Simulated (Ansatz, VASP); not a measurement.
**Hf: VASP beside Ansatz**

```
Hf
1.0
     3.15905    0.00000    0.00000
    -1.57952    2.73581    0.00000
     0.00000    0.00000    4.99937
Hf
2
Direct
  0.00000 0.00000 0.00000
  0.33333 0.66667 0.50000
```

Alike in both runs: functional PBEsol; k mesh 19 × 19 × 11; no spin polarisation.

Ansatz relaxed the structure, and its values are those at the end. VASP's run is a single point on that final structure, the one shown.

|  | VASP | Ansatz |
| --- | --- | --- |
| version | VASP 6.6.1 | Ansatz 0.2.0 |
| potentials or method | VASP PAW PBE potentials, release 64 (Hf_pv) | plane-wave PAW, scalar-relativistic |
| plane-wave cutoff (eV) | 520 | 420 |
| occupations | methfessel-paxton of order 1, width 0.1 eV | cold, width 0.1 eV |
| valence electrons in the cell | 20 | 52 |

Ansatz gave:

| Property | Result |
| --- | --- |
| pressure (GPa) | 0.0 |

Task: Which values does VASP return?

Result: Pressure (GPa): -0.3.

VASP's potentials were made for PBE, not for PBEsol, and Ansatz warns of the same on its side. VASP's potentials hold 20 valence electrons a cell and Ansatz's 52, so a difference there can come from the potentials and not from the codes.

Neither program's run includes spin-orbit coupling.
